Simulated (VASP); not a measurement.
Cs3AlF6: single point with PBE

The system is Cs3AlF6.

```
Cs Al F
1.0
     5.83373    0.04767   -0.88782
    -0.63435    6.53554    0.01401
     0.22997   -0.96287    5.85519
Cs Al F
3 1 6
Direct
  0.83455 0.22266 0.04802
  0.30657 0.22799 0.58188
  0.52563 0.72289 0.23079
  0.13670 0.85214 0.87575
  0.61860 0.67227 0.69029
  0.07214 0.79332 0.31498
  0.47436 0.92546 0.82723
  0.72999 0.41848 0.48305
  0.87349 0.99449 0.52835
  0.04110 0.62482 0.06067
```

```json
{"Program": "VASP 6.6.1", "Task": "single point", "Functional": "PBE", "Potentials or basis": "VASP PAW PBE potentials, release 64 (Cs_sv, Al, F)", "Cutoff": "520 eV", "k mesh": "3 × 3 × 3", "Occupations": "fermi-dirac, width 0.1 eV", "Spin": "no spin polarisation", "Dipole correction": "no", "Further INCAR settings": "ALGO = Normal; EDIFF = 1e-06; NBANDS = 47"}
```

```
Pressure               : 4.7 GPa
Largest force          : 6.598 eV/Å
Band gap on the k mesh : 0.04 eV (least direct gap 0.06 eV)
```

Forces in eV/Å, atoms in the order of the input:
```
Cs  -0.249  0.315  0.320
Cs   0.013  0.739 -0.381
Cs   1.271 -0.437  0.672
Al   0.032 -1.153 -0.589
F    0.349 -0.853  0.262
F    0.769  2.750  4.470
F   -2.723  0.537  1.357
F    0.263 -0.824 -0.838
F    0.088  0.628  1.100
F    0.188 -1.703 -6.372
```

Stress tensor (GPa, compression positive):
```
 1.12 -3.33 -1.27
-3.33  6.44  6.40
-1.27  6.40  6.42
```

Levels at points of the mesh, in eV from the valence-band top:
```tsv
k point	band 32	band 33	band 34	band 35	band 36	band 37	band 38	band 39	band 40	band 41
(0.00, 0.00, 0.00)	-1.52	-1.37	-1.31	-0.50	-0.03	0.04	2.38	3.55	4.20	4.84
```

It took 2.4 min on 1 thread of Intel(R) Xeon(R) 6975P-C (Granite Rapids), on a shared host, peak memory 0.38 GiB.

Caveat: the smearing spreads over this small gap; semilocal functionals underestimate gaps, and a narrow one can read as zero; spin-orbit coupling is left out, which moves the levels of the heavy elements.
